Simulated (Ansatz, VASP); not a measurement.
ScAl2N3: VASP beside Ansatz

```
Sc Al N
1.0
     4.93806   -2.83976    0.00000
     4.93806    2.83976    0.00000
     0.00000    0.00000    5.02297
Sc Al N
2 4 6
Cartesian
  4.9381 -1.0093 2.6189
  4.9381 1.0093 0.1074
  1.6909 0.9343 0.0256
  8.1852 -0.9343 2.5370
  8.1852 0.9343 0.0256
  1.6909 -0.9343 2.5370
  1.7870 0.8608 3.1476
  8.0892 -0.8608 0.6361
  4.9381 -1.0844 0.4529
  4.9381 1.0844 2.9644
  8.0892 0.8608 3.1476
  1.7870 -0.8608 0.6361
```

Alike in both runs: task single point; functional PBE; k mesh 6 × 6 × 6; occupations gaussian, width 0.02 eV; no spin polarisation.

|  | VASP | Ansatz |
| --- | --- | --- |
| version | VASP 6.6.1 | Ansatz 0.2.0 |
| potentials or method | VASP PAW PBE potentials, release 64 (Sc_sv, Al, N), cutoff 520 eV | scalar-relativistic, plane waves, PAW |
| valence electrons in the cell | 64 | 64 |

VASP gave:

```
gap on the k mesh at the Fermi level (eV) : 2.98
least direct gap on the mesh (eV)         : 3.02
pressure (GPa)                            : 0.1
rms of the force components (eV/Å)        : 0.026
```

Task: Estimate Ansatz's values.

Result: gap on the k mesh at the Fermi level (eV): 2.99; least direct gap on the mesh (eV): 3.03; pressure (GPa): 0.0; rms of the force components (eV/Å): 0.004.

Atom by atom the forces differ by 0.026 eV/Å (rms over components).
